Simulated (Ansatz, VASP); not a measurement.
**One calculation of H, two programs**

```
H
1.0
    10.00000    0.00000    0.00000
     0.00000   10.50000    0.00000
     0.00000    0.00000   11.00000
H
2
Direct
  0.50000 0.50000 0.46553
  0.50000 0.50000 0.53447
```

Alike in both runs: task single point; functional r2SCAN; k mesh 1 × 1 × 1; occupations gaussian, width 0.01 eV; no spin polarisation.

|  | VASP | Ansatz |
| --- | --- | --- |
| version | VASP 6.6.1 | Ansatz 0.2.0 |
| potentials or method | VASP PAW PBE potentials, release 64 (H), cutoff 440 eV | scalar-relativistic, plane waves, PAW |
| valence electrons in the cell | 2 | 2 |

VASP gave:

```
gap on the k mesh at the Fermi level (eV) : 10.78
rms of the force components (eV/Å)        : 0.325
```

Question: Which values does Ansatz return?

Answer: gap on the k mesh at the Fermi level (eV): 10.88; rms of the force components (eV/Å): 0.339.

VASP's potentials were made for PBE, not for r2SCAN. Atom by atom the forces differ by 0.013 eV/Å (rms over components). With one functional, cell and mesh, what is left measures potentials, basis and numerics.
